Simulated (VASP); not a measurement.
Wanted: the native input for a VASP 6.6.1 run.

```yaml
Task: single point
Functional: LDA
Potentials_or_basis: VASP PAW LDA potentials, release 64 (Pt)
Cutoff: 520 eV
k_mesh: 14 × 14 × 14
Occupations: methfessel-paxton, width 0.6 eV
Spin: no spin polarisation
Dipole_correction: no
Further_INCAR_settings: ALGO = Normal; EDIFF = 1e-06; NBANDS = 11
```

The structure of Pt lies in POSCAR:

```
Pt
1.0
    0.0000000000      1.9474302061      1.9474302061
    1.9474302061      0.0000000000      1.9474302061
    1.9474302061      1.9474302061      0.0000000000
Pt
1
Direct
    0.0000000000      0.0000000000      0.0000000000
```

One way to write it, as run:

INCAR

```
  ALGO = Normal
  EDIFF = 1E-6
  ENCUT = 520
  ISIF = 2
  ISMEAR = 1
  LASPH = T
  LCHARG = F
  LREAL = F
  LWAVE = F
  NBANDS = 11
  NELM = 100
  PREC = Accurate
  SIGMA = 0.6
```

KPOINTS

```
k-points
0
Gamma
  14 14 14
```

Potentials or basis: VASP PAW LDA potentials, release 64 (Pt).

Run with:

```console
$ cat potpaw_LDA.64/Pt/POTCAR > POTCAR
$ mpirun -np 1 vasp_std > vasp.out
```

It gave:

* Pressure: 0.7 GPa
* Band gap on the k mesh: zero (band 5 reaches 12.07 eV, above the bottom of band 6 at 9.75 eV)

Caveat: spin-orbit coupling is left out, which moves the levels of the heavy elements.

Run time: 5.3 s on 1 thread of Intel(R) Xeon(R) 6975P-C (Granite Rapids), on a shared host, peak memory 0.13 GiB.
